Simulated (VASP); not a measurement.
# HW4C4 in VASP: single point with PBE

Aim: the single point of HW4C4 with PBE.

Program: VASP 6.6.1. These are calculated values, not measurements. Logs are shortened: lines on timing, memory, paths and dates and some standing lists are left out, and cuts for length are marked.

## 1. The cell of the first run

The cell holds a slab with vacuum, 18 atoms: a = 5.787 Å, b = 5.787 Å, c = 17.247 Å, α = 90.00°, β = 90.00°, γ = 120.00°.

## 2. Single point, PBE

The input, INCAR:

```
SYSTEM = HW4C4
PREC = Accurate
ENCUT = 520
EDIFF = 1E-6
ISMEAR = -1
SIGMA = 0.05
LREAL = Auto
LASPH = .TRUE.
NELM = 80
ALGO = Normal
ISIF = 2
LWAVE = .FALSE.
LCHARG = .FALSE.
GGA = PE
NBANDS = 88
```

The input, KPOINTS:

```
Automatic mesh
0
G
  4 4 1
  0 0 0
```

The input, POSCAR:

```
HW4C4
1.0
    5.7868000000      0.0000000000      0.0000000000
   -2.8934000000      5.0115160000      0.0000000000
    0.0000000000      0.0000000000     17.2472500000
W C H
8 8 2
Direct
    0.0000000000      0.0000000000      0.0579802577
    0.0028289387     -0.0010228442      0.2261200481
    0.0000000000      0.5000000000      0.0579802577
    0.0054110523      0.4954834026      0.2241774776
    0.5000000000      0.0000000000      0.0579802577
    0.5055703686     -0.0014043655      0.2225093856
    0.5000000000      0.5000000000      0.0579802577
    0.5056063493      0.4979048256      0.2228564554
    0.3345240385      0.1689786085      0.1336789923
    0.3385907556      0.1545562261      0.2880412819
    0.3347886350      0.6661104145      0.1350134659
    0.3404811765      0.6696061631      0.2935162997
    0.8351463510      0.1669153605      0.1354041949
    0.8320228147      0.1607298071      0.2988328574
    0.8336922969      0.6666397952      0.1340846802
    0.8506736050      0.6656387009      0.2888816478
    0.8163719287      0.1220806239      0.3619814753
    0.4436699249      0.6076744043      0.3367959530
```

Potentials or basis: VASP PAW PBE potentials, release 64 (W_sv, C, H).

Launch:

```
$ cat potpaw_PBE.64/W_sv/POTCAR potpaw_PBE.64/C/POTCAR potpaw_PBE.64/H/POTCAR > POTCAR
$ mpirun -np 1 vasp_std > vasp.out
```

OUTCAR:

```text
SYSTEM = HW4C4
   PREC = Accurate
   ENCUT = 520
   EDIFF = 1E-6
   ISMEAR = -1
   LREAL = Auto
   LASPH = .TRUE.
   NELM = 80
   ISIF = 2
   GGA = PE

 ion  position               nearest neighbor table
   1  0.000  0.000  0.058-  15 2.12   9 2.12  13 2.13   5 2.89   5 2.89   3 2.89   3 2.89   7 2.89
                             7 2.89   2 2.90
   2  0.003  0.999  0.226-  16 1.99  10 1.99  14 2.09  13 2.30  15 2.30   9 2.30   4 2.87   6 2.88
                             8 2.89   8 2.90   1 2.90   6 2.91   4 2.92
   3  0.000  0.500  0.058-  15 2.12  13 2.14  11 2.14   4 2.87   7 2.89   7 2.89   5 2.89   1 2.89
                             1 2.89   5 2.89
   4  0.005  0.495  0.224-  16 1.97  12 2.06  14 2.12  13 2.25  11 2.26  15 2.32   2 2.87   3 2.87
                             6 2.88   8 2.89   8 2.90   6 2.90   2 2.92
   5  0.500  0.000  0.058-   9 2.12  11 2.14  13 2.15   6 2.84   1 2.89   1 2.89   3 2.89   7 2.89
                             7 2.89   3 2.89
   6  0.506  0.999  0.223-  10 1.97  12 2.05  14 2.10  13 2.23  11 2.25   9 2.30   5 2.84   2 2.88
                             4 2.88   8 2.89   8 2.90   4 2.90   2 2.91
   7  0.500  0.500  0.058-   9 2.11  15 2.13  11 2.13   8 2.84   3 2.89   3 2.89   5 2.89   5 2.89
                             1 2.89   1 2.89
   8  0.506  0.498  0.223-  10 2.06  16 2.07  12 2.08  18 2.15  15 2.25   9 2.25  11 2.28   7 2.84
                             4 2.89   2 2.89   6 2.89   6 2.90   2 2.90   4 2.90
   9  0.335  0.169  0.134-   7 2.11   5 2.12   1 2.12   8 2.25   6 2.30   2 2.30
  10  0.339  0.155  0.288-   6 1.97   2 1.99   8 2.06
  11  0.335  0.666  0.135-   7 2.13   5 2.14   3 2.14   6 2.25   4 2.26   8 2.28
  12  0.340  0.670  0.294-  18 1.12   6 2.05   4 2.06   8 2.08
  13  0.835  0.167  0.135-   1 2.13   3 2.14   5 2.15   6 2.23   4 2.25   2 2.30
  14  0.832  0.161  0.299-  17 1.11   2 2.09   6 2.10   4 2.12
  15  0.834  0.667  0.134-   3 2.12   1 2.12   7 2.13   8 2.25   2 2.30   4 2.32
  16  0.851  0.666  0.289-   4 1.97   2 1.99   8 2.07
  17  0.816  0.122  0.362-  14 1.11
  18  0.444  0.608  0.337-  12 1.12   8 2.15

  LATTYP: Found a hexagonal cell.
 ALAT       =     5.7868000000
 C/A-ratio  =     2.9804468791

  Lattice vectors:

 A1 = (   5.7868000000,   0.0000000000,   0.0000000000)
 A2 = (  -2.8934000000,   5.0115160000,   0.0000000000)
 A3 = (   0.0000000000,   0.0000000000,  17.2472500000)

Analysis of symmetry for initial positions (statically):
=====================================================================
 Subroutine PRICEL returns:
 Original cell was already a primitive cell.

 Routine SETGRP: Setting up the symmetry group for a
 hexagonal supercell.

 Subroutine GETGRP returns: Found  1 space group operations
 (whereof  1 operations were pure point group operations)
 out of a pool of 24 trial point group operations.

[... 142 lines left out ...]
   NELECT =     146.0000    total number of electrons
   NUPDOWN=      -1.0000    fix difference up-down
   EMIN   =  10.00;   EMAX   =-10.00  energy-range for DOS
   EFERMI =   0.00;   METHOD = LEGACY
   ISMEAR =    -1;   SIGMA  =   0.05  broadening in eV -4-tet -1-fermi 0-gaus
   EFERMI_NEDOS =   21; number of points for ismear=-14 and -15
   IALGO  =     38    algorithm
   IMIX   =      4    mixing-type and parameters
     AMIX     =   0.40;   BMIX     =  1.00
     AMIX_MAG =   1.60;   BMIX_MAG =  1.00
  volume/ion in A,a.u.               =      27.79       187.52
  Fermi-wavevector in a.u.,A,eV,Ry     =   1.085967  2.052180 16.045682  1.179324
  Thomas-Fermi vector in A             =   2.222093
   LORBIT       =      0    0 simple, 1 ext, 2 COOP (PROOUT), +10 PAW based schemes
   GGA     = PE    functional components
   LHFCALC =     F    Hartree Fock is set to
   AEXX    =    0.0000 exact exchange contribution
   IVDW    =     0    specifies the selected vdW correction
   LEPSILON=     F    determine dielectric tensor
   LRPA    =     F    only Hartree local field effects (RPA)
 non-spin polarized calculation
  energy-cutoff  :      520.00
  volume of cell :      500.18
 maximum number of plane-waves:     13488
 NGX is ok and might be reduce to    48
   NGX = 21   NGY = 21   NGZ = 65

 number of electron     145.9999994 magnetization

 Free energy of the ion-electron system (eV)
  ---------------------------------------------------
  ext. energy  EPLUGINS =         0.00000000
  ---------------------------------------------------
  free energy    TOTEN  =      -171.26925296 eV

  energy without entropy =     -171.20317298  energy(sigma->0) =     -171.23621297

 E-fermi :   0.2906     XC(G=0):  -5.8402

 val. band max:        0.2837726417   @ k =   0.0000   0.2500   0.0000
 cond. band min:       0.2973787692   @ k =   0.2500   0.2500   0.0000
 fundamental gap:      0.0136061275
 Fermi energy:         0.2906357599

 k-point     1 :       0.0000    0.0000    0.0000
  band No.  band energies     occupation
      1     -73.6223      2.00000
      2     -73.5213      2.00000
      3     -73.4735      2.00000
      4     -73.4652      2.00000
      5     -73.4592      2.00000
      6     -73.4507      2.00000
[... 869 lines left out ...]
     84       2.8448      0.00000
     85       3.4032      0.00000
 [bands above 85 left out]

------------------------ aborting loop because EDIFF is reached ----------------------------------------

  FORCE on cell =-STRESS in cart. coord.  units (eV):
  Direction    XX          YY          ZZ          XY          YZ          ZX
  --------------------------------------------------------------------------------------
  -------------------------------------------------------------------------------------
  Total       10.3305646      8.6397782      0.8359999     -1.7173102      0.6467231     -1.2865512
  in kB       33.0907938     27.6748784      2.6778692     -5.5008763      2.0715792     -4.1210720
  external PRESSURE =      21.1478471 kB  Pullay stress =       0.0000000 kB

 VOLUME and BASIS-vectors are now :
 -----------------------------------------------------------------------------
  energy-cutoff  :      520.00
  volume of cell :      500.18
      direct lattice vectors                 reciprocal lattice vectors
     5.786800000  0.000000000  0.000000000     0.172807078  0.099770209  0.000000000
    -2.893400000  5.011516000  0.000000000     0.000000000  0.199540419  0.000000000
     0.000000000  0.000000000 17.247250000     0.000000000  0.000000000  0.057980258

 POSITION                                       TOTAL-FORCE (eV/Angst)
 -----------------------------------------------------------------------------------
      0.00000      0.00000      1.00000        -0.090892      0.076390      0.102745
     -2.87407      5.00639      3.89995         0.058663     -0.062103     -0.100340
     -1.44670      2.50576      1.00000         0.074821     -0.033482      0.081845
     -1.40232      2.48312      3.86645         0.068605     -0.095911     -0.013080
      2.89340      0.00000      1.00000         0.087732      0.044411     -0.111004
      0.03630      5.00448      3.83768         0.067220     -0.042760     -0.000641
[... 10 lines left out ...]
      4.37095      0.61181      6.24318         0.065206      0.393743     -0.427534
      0.80918      3.04537      5.80880        -0.568286      0.122031      0.515407
 -----------------------------------------------------------------------------------
    total drift:                                0.006792     -0.003814      0.009751

  FREE ENERGIE OF THE ION-ELECTRON SYSTEM (eV)
  ---------------------------------------------------
  free  energy   TOTEN  =      -171.2692529647 eV

  energy  without entropy=     -171.2031729850  energy(sigma->0) =     -171.23621297
```

OSZICAR:

```text
N       E                     dE             d eps       ncg     rms          rms(c)
DAV:   1     0.169013519572E+04    0.16901E+04   -0.85194E+04  2088   0.155E+03
DAV:   2    -0.856770993699E+02   -0.17758E+04   -0.17372E+04  2016   0.467E+02
DAV:   3    -0.194393300978E+03   -0.10872E+03   -0.10527E+03  2152   0.113E+02
[... 22 lines left out ...]
DAV:  26    -0.171269235743E+03   -0.41797E-04   -0.20351E-06  1472   0.339E-03    0.102E-03
DAV:  27    -0.171269246460E+03   -0.10717E-04   -0.51048E-07  1304   0.197E-03    0.337E-04
DAV:  28    -0.171269251248E+03   -0.47877E-05   -0.30800E-07  1264   0.110E-03    0.247E-04
DAV:  29    -0.171269252660E+03   -0.14120E-05   -0.14221E-07  1208   0.708E-04    0.131E-04
DAV:  30    -0.171269252965E+03   -0.30467E-06   -0.63448E-08  1128   0.461E-04
   1 F= -.17126925E+03 E0= -.17123621E+03  d E =-.660800E-01
```

stdout:

```text
POSCAR found type information on POSCAR W C H
 POSCAR found :  3 types and      18 ions
 scaLAPACK will be used
 LDA part: xc-table for (Slater+PW92), standard interpolation
 POSCAR, INCAR and KPOINTS ok, starting setup
 FFT: planning ... GRIDC
 FFT: planning ... GRID_SOFT
 FFT: planning ... GRID
 WAVECAR not read
 entering main loop
```

Wall time 24 min (1 thread of Intel Xeon Platinum 8259CL at 2.50GHz (Skylake/Cascade Lake), shared host); peak memory 0.76 GiB.

What came out:

* Free energy: -171.2693 eV
* Largest force: 0.777 eV/Å
* Band gap on the k mesh: zero (bands 73 and 74 overlap by 0.81 eV)

Forces on the atoms (eV/Å):
```
W   -0.091  0.076  0.103
W    0.059 -0.062 -0.100
W    0.075 -0.033  0.082
W    0.069 -0.096 -0.013
W    0.088  0.044 -0.111
W    0.067 -0.043 -0.001
W    0.045  0.063 -0.393
W    0.063 -0.057 -0.006
C    0.005 -0.060  0.010
C    0.014 -0.046  0.120
C    0.036 -0.048  0.047
C   -0.006 -0.051  0.047
C   -0.005 -0.016  0.024
C    0.038 -0.086 -0.001
C    0.023 -0.016  0.022
C    0.024 -0.086  0.083
H    0.065  0.394 -0.428
H   -0.568  0.122  0.515
```

Caveat: there is no dipole correction, which matters where the two faces differ; spin-orbit coupling is left out, which moves the levels of the heavy elements.
